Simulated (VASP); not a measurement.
# MgO (P-3m1) in VASP: single point with PBEsol

Aim: the single point of MgO with PBEsol.

Program: VASP 6.6.1. These are calculated values, not measurements. Logs are shortened: lines on timing, memory, paths and dates and some standing lists are left out, and cuts for length are marked.

**1. The cell of the first run**

It takes space group P-3m1 (No. 164, trigonal). Conventional cell: a = 3.495 Å, b = 3.495 Å, c = 4.195 Å, α = 90.00°, β = 90.00°, γ = 120.00°. Mg (site symmetry 3m) has 5 O at 2.02 to 2.12 Å within 2.7 Å. O (site symmetry 3m) has 5 Mg at 2.02 to 2.12 Å within 2.7 Å.

**2. Single point, PBEsol (mode 4 frozen in at +0.000 Å and mode 7 at -0.029 Å (largest displacements))**

Input file INCAR:

```
SYSTEM = MgO
ALGO = Normal
EDIFF = 1E-6
ENCUT = 520
GGA = PS
ISIF = 2
ISMEAR = 0
LASPH = .True.
LCHARG = .False.
LREAL = .False.
LWAVE = .False.
NBANDS = 16
NELM = 80
PREC = Accurate
SIGMA = 0.05
```

Input file KPOINTS:

```
k-points
0
Gamma
  9 9 6
  0 0 0
```

Input file POSCAR:

```
MgO
1.0
    3.4947663863      0.0000000000      0.0000000000
   -1.7473831932      3.0265564708      0.0000000000
    0.0000000000      0.0000000000      4.1947132299
Mg O
2 2
Direct
    0.6666666667      0.3333333333      0.7431818939
    0.3333333333      0.6666666667      0.2568181061
    0.6666666667      0.3333333333      0.2492848347
    0.3333333333      0.6666666667      0.7507151653
```

Potentials or basis: VASP PAW PBE potentials, release 64 (Mg, O).

On the command line:

```
> cat potpaw_PBE.64/Mg/POTCAR potpaw_PBE.64/O/POTCAR > POTCAR
> mpirun -np 1 vasp_std > vasp.out
```

OUTCAR:

```text
SYSTEM = MgO
   EDIFF = 1E-6
   ENCUT = 520
   GGA = PS
   ISIF = 2
   ISMEAR = 0
   LASPH = .True.
   LREAL = .False.
   NELM = 80
   PREC = Accurate

 ion  position               nearest neighbor table
   1  0.667  0.333  0.743-   4 2.02   4 2.02   4 2.02   3 2.07   3 2.12   2 2.87   2 2.87   2 2.87
                             2 2.95   2 2.95   2 2.95
   2  0.333  0.667  0.257-   3 2.02   3 2.02   3 2.02   4 2.07   4 2.12   1 2.87   1 2.87   1 2.87
                             1 2.95   1 2.95   1 2.95
   3  0.667  0.333  0.249-   2 2.02   2 2.02   2 2.02   1 2.07   1 2.12
   4  0.333  0.667  0.751-   1 2.02   1 2.02   1 2.02   2 2.07   2 2.12

  LATTYP: Found a hexagonal cell.
 ALAT       =     3.4947663863
 C/A-ratio  =     1.2002843012

  Lattice vectors:

 A1 = (   3.4947663863,   0.0000000000,   0.0000000000)
 A2 = (  -1.7473831932,   3.0265564708,   0.0000000000)
 A3 = (   0.0000000000,   0.0000000000,   4.1947132299)

Analysis of symmetry for initial positions (statically):
=====================================================================
 Subroutine PRICEL returns:
 Original cell was already a primitive cell.

 Routine SETGRP: Setting up the symmetry group for a
 hexagonal supercell.

 Subroutine GETGRP returns: Found 12 space group operations
 (whereof 12 operations were pure point group operations)
 out of a pool of 24 trial point group operations.

The static configuration has the point symmetry D_3d.

Analysis of symmetry for dynamics (positions and initial velocities):
=====================================================================
 Subroutine PRICEL returns:
 Original cell was already a primitive cell.

 Routine SETGRP: Setting up the symmetry group for a
 hexagonal supercell.

 Subroutine GETGRP returns: Found 12 space group operations
 (whereof 12 operations were pure point group operations)
 out of a pool of 24 trial point group operations.

The dynamic configuration has the point symmetry D_3d.

 Subroutine INISYM returns: Found 12 space group operations
 (whereof 12 operations are pure point group operations),
 and found     1 'primitive' translations

----------------------------------------------------------------------------------------

                                     Primitive cell

  volume of cell :      44.3679

  direct lattice vectors                    reciprocal lattice vectors
     3.494766386  0.000000000  0.000000000     0.286142159  0.165204253  0.000000000
    -1.747383193  3.026556471  0.000000000     0.000000000  0.330408505  0.000000000
     0.000000000  0.000000000  4.194713230     0.000000000  0.000000000  0.238395319

  length of vectors
     3.494766386  3.494766386  4.194713230     0.330408505  0.330408505  0.238395319

  position of ions in fractional coordinates (direct lattice)
     0.666666667  0.333333333  0.743181894
     0.333333333  0.666666667  0.256818106
     0.666666667  0.333333333  0.249284835
     0.333333333  0.666666667  0.750715165

  ion indices of the primitive-cell ions
   primitive index   ion index
                 1           1
                 2           2
                 3           3
                 4           4

----------------------------------------------------------------------------------------

 KPOINTS: k-points

Automatic generation of k-mesh.
 Grid dimensions read from file:
 generate k-points for:    9    9    6

 Generating k-lattice:

  Cartesian coordinates                     Fractional coordinates (reciprocal lattice)
     0.031793573  0.018356028  0.000000000     0.111111111  0.000000000  0.000000000
     0.000000000  0.036712056  0.000000000     0.000000000  0.111111111  0.000000000
     0.000000000  0.000000000  0.039732553     0.000000000  0.000000000  0.166666667

  Length of vectors
     0.036712056  0.036712056  0.039732553

  Shift w.r.t. Gamma in fractional coordinates (k-lattice)
     0.000000000  0.000000000  0.000000000

 Subroutine IBZKPT returns following result:
 ===========================================

 Found     62 irreducible k-points:

 Following reciprocal coordinates:
            Coordinates               Weight
  0.000000  0.000000  0.000000      1.000000
  0.111111  0.000000  0.000000      6.000000
  0.222222  0.000000  0.000000      6.000000
  0.333333  0.000000  0.000000      6.000000
  0.444444  0.000000  0.000000      6.000000
  0.111111  0.111111  0.000000      6.000000
[... 16 lines left out ...]
  0.222222  0.111111  0.166667     12.000000
 -0.111111  0.333333  0.166667     12.000000
 [... further k-points ...]
   k-points           NKPTS =     62   k-points in BZ     NKDIM =     62   number of bands    NBANDS=     16
   number of dos      NEDOS =    301   number of ions     NIONS =      4
   total plane-waves  NPLWV =  25088
   dimension x,y,z NGX =    28 NGY =   28 NGZ =   32
   dimension x,y,z NGXF=    56 NGYF=   56 NGZF=   64
   ions per type =               2   2
   NGX,Y,Z   is equivalent  to a cutoff of  13.32, 13.32, 12.68 a.u.
   NGXF,Y,Z  is equivalent  to a cutoff of  26.64, 26.64, 25.36 a.u.
 SYSTEM =  MgO
   PREC   = accura    normal or accurate (medium, high low for compatibility)
   ISTART =      0    job   : 0-new  1-cont  2-samecut
   ICHARG =      2    charge: 1-file 2-atom 10-const
   ISPIN  =      1    spin polarized calculation?
   LNONCOLLINEAR =      F non collinear calculations
   LSORBIT =      F    spin-orbit coupling
   LASPH  =      T    aspherical Exc in radial PAW
   ENCUT  =  520.0 eV  38.22 Ry    6.18 a.u.   6.50  6.50  7.80*2*pi/ulx,y,z
   NELM   =     80;   NELMIN=  2; NELMDL= -5     # of ELM steps
   EDIFF  = 0.1E-05   stopping-criterion for ELM
   LREAL  =      F    real-space projection
[... 7 lines left out ...]
   TEBEG  =    0.0;   TEEND  =   0.0 temperature during run
   PSTRESS=    0.0 pullay stress
   NELECT =      16.0000    total number of electrons
   NUPDOWN=      -1.0000    fix difference up-down
   EMIN   =  10.00;   EMAX   =-10.00  energy-range for DOS
   EFERMI =   0.00;   METHOD = LEGACY
   ISMEAR =     0;   SIGMA  =   0.05  broadening in eV -4-tet -1-fermi 0-gaus
   EFERMI_NEDOS =   21; number of points for ismear=-14 and -15
   IALGO  =     38    algorithm
   IMIX   =      4    mixing-type and parameters
     AMIX     =   0.40;   BMIX     =  1.00
     AMIX_MAG =   1.60;   BMIX_MAG =  1.00
  volume/ion in A,a.u.               =      11.09        74.85
  Fermi-wavevector in a.u.,A,eV,Ry     =   1.165266  2.202034 18.474602  1.357845
  Thomas-Fermi vector in A             =   2.301794
   LORBIT       =      0    0 simple, 1 ext, 2 COOP (PROOUT), +10 PAW based schemes
   GGA     = PS    functional components
   LHFCALC =     F    Hartree Fock is set to
   AEXX    =    0.0000 exact exchange contribution
   IVDW    =     0    specifies the selected vdW correction
   LEPSILON=     F    determine dielectric tensor
   LRPA    =     F    only Hartree local field effects (RPA)
 non-spin polarized calculation
 Gauss-broadening in eV      SIGMA  =   0.05
  energy-cutoff  :      520.00
  volume of cell :       44.37
 maximum number of plane-waves:      1228
 NGX is ok and might be reduce to    28
   NGX = 13   NGY = 13   NGZ = 15

 number of electron      15.9999996 magnetization

 Free energy of the ion-electron system (eV)
  ---------------------------------------------------
  ext. energy  EPLUGINS =         0.00000000
  ---------------------------------------------------
  free energy    TOTEN  =       -24.74680182 eV

  energy without entropy =      -24.74680182  energy(sigma->0) =      -24.74680182

 E-fermi :   2.0240     XC(G=0): -10.2739

 val. band max:        1.8269427262   @ k =   0.0000   0.0000   0.0000
 cond. band min:       5.0934307590   @ k =   0.0000   0.0000   0.0000
 fundamental gap:      3.2664880328
 Fermi energy:         2.0239688277

 k-point     1 :       0.0000    0.0000    0.0000
  band No.  band energies     occupation
      1     -15.0063      2.00000
      2     -13.6003      2.00000
      3      -1.8389      2.00000
      4       0.0892      2.00000
      5       0.0892      2.00000
      6       1.0222      2.00000
[... 8 lines left out ...]
     15      17.1919      0.00000
     16      17.3475      0.00000

 k-point     2 :       0.1111    0.0000    0.0000
  band No.  band energies     occupation
      1     -14.9451      2.00000
      2     -13.6108      2.00000
      3      -1.7419      2.00000
      4      -0.1084      2.00000
      5      -0.0078      2.00000
      6       0.7139      2.00000
[... 8 lines left out ...]
     15      16.6947      0.00000
     16      16.8045      0.00000

 k-point     3 :       0.2222    0.0000    0.0000
  band No.  band energies     occupation
      1     -14.7765      2.00000
      2     -13.6491      2.00000
      3      -1.4635      2.00000
      4      -0.6898      2.00000
      5      -0.2104      2.00000
      6       0.2813      2.00000
[... 8 lines left out ...]
     15      15.7416      0.00000
     16      16.2934      0.00000

 k-point     4 :       0.3333    0.0000    0.0000
  band No.  band energies     occupation
      1     -14.5453      2.00000
      2     -13.7294      2.00000
      3      -1.3317      2.00000
      4      -1.0500      2.00000
      5      -0.3995      2.00000
      6       0.0063      2.00000
[... 8 lines left out ...]
     15      15.7683      0.00000
     16      16.2840      0.00000

 k-point     5 :       0.4444    0.0000    0.0000
  band No.  band energies     occupation
      1     -14.3402      2.00000
      2     -13.8345      2.00000
      3      -1.7127      2.00000
      4      -0.6371      2.00000
      5      -0.5084      2.00000
      6      -0.1320      2.00000
[... 8 lines left out ...]
     15      16.2543      0.00000
     16      16.3729      0.00000

 k-point     6 :       0.1111    0.1111    0.0000
  band No.  band energies     occupation
      1     -14.8302      2.00000
      2     -13.6353      2.00000
      3      -1.5539      2.00000
      4      -0.4106      2.00000
      5      -0.3059      2.00000
      6       0.4662      2.00000
[... 8 lines left out ...]
     15      16.1385      0.00000
     16      16.2345      0.00000

 k-point     7 :       0.2222    0.1111    0.0000
  band No.  band energies     occupation
      1     -14.6284      2.00000
      2     -13.6959      2.00000
      3      -1.2047      2.00000
      4      -1.0624      2.00000
      5      -0.4908      2.00000
      6       0.2241      2.00000
[... 8 lines left out ...]
     15      15.9625      0.00000
     16      16.1251      0.00000

 k-point     8 :       0.3333    0.1111    0.0000
  band No.  band energies     occupation
      1     -14.3994      2.00000
      2     -13.7987      2.00000
      3      -1.5793      2.00000
      4      -0.7660      2.00000
      5      -0.5497      2.00000
      6      -0.0277      2.00000
[... 8 lines left out ...]
     15      16.2367      0.00000
     16      16.2780      0.00000

 k-point     9 :       0.4444    0.1111    0.0000
  band No.  band energies     occupation
      1     -14.2708      2.00000
      2     -13.8769      2.00000
      3      -1.7683      2.00000
      4      -0.5385      2.00000
      5      -0.4896      2.00000
      6      -0.1533      2.00000
[... 8 lines left out ...]
     15      16.2874      0.00000
     16      16.3021      0.00000
[... 172 lines left out ...]
 k-point    19 :       0.0000    0.3333    0.1667
  band No.  band energies     occupation
      1     -14.4811      2.00000
      2     -13.7715      2.00000
      3      -1.6917      2.00000
      4      -0.8457      2.00000
      5      -0.3069      2.00000
      6      -0.1125      2.00000
[... 8 lines left out ...]
     15      15.7768      0.00000
     16      16.0940      0.00000

 k-point    20 :       0.4444    0.0000    0.1667
  band No.  band energies     occupation
      1     -14.2924      2.00000
      2     -13.8523      2.00000
      3      -1.9265      2.00000
      4      -0.8214      2.00000
      5      -0.4102      2.00000
      6      -0.2040      2.00000
[... 8 lines left out ...]
     15      15.9704      0.00000
     16      16.2353      0.00000

 k-point    21 :       0.0000    0.4444    0.1667
  band No.  band energies     occupation
      1     -14.2925      2.00000
      2     -13.8523      2.00000
      3      -1.9305      2.00000
      4      -0.8142      2.00000
      5      -0.4099      2.00000
      6      -0.2057      2.00000
[... 8 lines left out ...]
     15      15.9677      0.00000
     16      16.1923      0.00000

 k-point    22 :       0.1111    0.1111    0.1667
  band No.  band energies     occupation
      1     -14.7473      2.00000
      2     -13.7100      2.00000
      3      -1.5901      2.00000
      4      -0.4044      2.00000
      5      -0.0984      2.00000
      6       0.2400      2.00000
[... 8 lines left out ...]
     15      16.0784      0.00000
     16      17.1805      0.00000

 k-point    23 :       0.2222    0.1111    0.1667
  band No.  band energies     occupation
      1     -14.5582      2.00000
      2     -13.7477      2.00000
      3      -1.5281      2.00000
      4      -0.9662      2.00000
      5      -0.1522      2.00000
      6      -0.0265      2.00000
[... 8 lines left out ...]
     15      16.0087      0.00000
     16      16.7497      0.00000

 k-point    24 :      -0.1111    0.3333    0.1667
  band No.  band energies     occupation
      1     -14.5582      2.00000
      2     -13.7476      2.00000
      3      -1.5358      2.00000
      4      -0.9569      2.00000
      5      -0.1509      2.00000
      6      -0.0273      2.00000
[... 8 lines left out ...]
     15      16.0188      0.00000
     16      16.6755      0.00000

 [... further k-points ...]
[... 5 lines left out ...]
  --------------------------------------------------------------------------------------
  -------------------------------------------------------------------------------------
  Total       -0.1200922     -0.1200922     -0.0998290      0.0000000     -0.0000000     -0.0000000
  in kB       -4.3366691     -4.3366691     -3.6049397      0.0000000     -0.0000000     -0.0000000
  external PRESSURE =      -4.0927593 kB  Pullay stress =       0.0000000 kB

 VOLUME and BASIS-vectors are now :
 -----------------------------------------------------------------------------
  energy-cutoff  :      520.00
  volume of cell :       44.37
      direct lattice vectors                 reciprocal lattice vectors
     3.494766386  0.000000000  0.000000000     0.286142159  0.165204253  0.000000000
    -1.747383193  3.026556471  0.000000000     0.000000000  0.330408505  0.000000000
     0.000000000  0.000000000  4.194713230     0.000000000  0.000000000  0.238395319

 POSITION                                       TOTAL-FORCE (eV/Angst)
 -----------------------------------------------------------------------------------
      1.74738      1.00885      3.11743        -0.000000      0.000000      0.424567
     -0.00000      2.01770      1.07728        -0.000000     -0.000000     -0.424567
      1.74738      1.00885      1.04568        -0.000000      0.000000      0.029678
     -0.00000      2.01770      3.14903         0.000000     -0.000000     -0.029678
 -----------------------------------------------------------------------------------
    total drift:                                0.000000     -0.000000      0.000000

  FREE ENERGIE OF THE ION-ELECTRON SYSTEM (eV)
  ---------------------------------------------------
  free  energy   TOTEN  =       -24.7468018173 eV

  energy  without entropy=      -24.7468018173  energy(sigma->0) =      -24.74680182
```

Run time: 32 s. Hardware: 1 thread of Intel Xeon Platinum 8488C (Sapphire Rapids), shared host; peak memory 0.18 GiB.

Results:

| Quantity | Value |
| --- | --- |
| Free energy | -24.7468 eV |
| Pressure | -0.4 GPa |
| Largest force | 0.425 eV/Å |
| Band gap on the k mesh | 3.27 eV, direct |

Forces on the atoms (eV/Å):
```
Mg   0.000  0.000  0.425
Mg   0.000  0.000 -0.425
O    0.000  0.000  0.030
O    0.000  0.000 -0.030
```

Caveat: the cell differs from its parent crystal (mode 4 frozen in at +0.000 Å and mode 7 at -0.029 Å (largest displacements)); the PAW data sets were made with another functional, which shifts forces and pressure a little.
